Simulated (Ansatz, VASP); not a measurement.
**Two plane-wave programs on AlN**

```
Al N
1.0
     3.12976    0.00000    0.00000
    -1.56488    2.71045    0.00000
     0.00000    0.00000    5.01740
Al N
2 2
Direct
  0.66667 0.33333 0.49924
  0.33333 0.66667 0.99924
  0.66667 0.33333 0.88076
  0.33333 0.66667 0.38076
```

Alike in both runs: task single point; functional HSE06; k mesh 7 × 7 × 4; occupations fermi-dirac, width 0.01 eV; no spin polarisation.

|  | VASP | Ansatz |
| --- | --- | --- |
| version | VASP 6.6.1 | Ansatz 0.2.0 |
| potentials or method | VASP PAW PBE potentials, release 64 (Al, N), cutoff 520 eV | plane-wave PAW DFT |
| valence electrons in the cell | 16 | 16 |

```tsv
	VASP	Ansatz	Ansatz less VASP
gap on the k mesh at the Fermi level (eV)	5.38	5.39	+0.009
```
